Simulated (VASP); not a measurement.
A run of VASP 6.6.1 is set up as follows.

Contents of POSCAR:

```
Ni
1.0
    2.4491343427      0.0000000000      0.0000000000
   -1.2245671714      2.1210125581      0.0000000000
    0.0000000000      0.0000000000      4.0151071136
Ni
2
Direct
    0.3333333333      0.6666666667      0.2500000000
    0.6666666667      0.3333333333      0.7500000000
```

INCAR.step1

```
SYSTEM = Ni
PREC = Accurate
ENCUT = 520
EDIFF = 1E-6
ISMEAR = -1
SIGMA = 0.1
LREAL = .False.
LASPH = .True.
NELM = 150
ALGO = Normal
ISIF = 2
LWAVE = .False.
LCHARG = .True.
ISPIN = 2
MAGMOM = 1 1
LMAXMIX = 4
GGA = PS
NBANDS = 21
```

Contents of KPOINTS.step1:

```
regular mesh
0
Gamma
  18 18 10
  0 0 0
```

File INCAR.step2:

```
SYSTEM = Ni
PREC = Accurate
ENCUT = 520
EDIFF = 1E-6
ISMEAR = -5
SIGMA = 0.1
LREAL = .False.
LASPH = .True.
NELM = 150
ALGO = Normal
ISIF = 2
LWAVE = .False.
LCHARG = .False.
ISPIN = 2
MAGMOM = 1 1
LORBIT = 11
LMAXMIX = 4
GGA = PS
NBANDS = 21
NEDOS = 1001
ICHARG = 11
```

File KPOINTS.step2:

```
regular mesh
0
Gamma
  27 27 15
  0 0 0
```

Potentials or basis: VASP PAW PBE potentials, release 64 (Ni).

Launch:

```console
$ cat potpaw_PBE.64/Ni/POTCAR > POTCAR
$ cp INCAR.step1 INCAR
$ cp KPOINTS.step1 KPOINTS
$ mpirun -np 1 vasp_std > vasp.out
$ cp INCAR.step2 INCAR
$ cp KPOINTS.step2 KPOINTS
$ mpirun -np 1 vasp_std > vasp.out
```

(1) What does it give for the site moments?

(2) Predict the net moment.

Answers

(1) Ni +0.62 μB.

(2) 1.20 μB per cell.
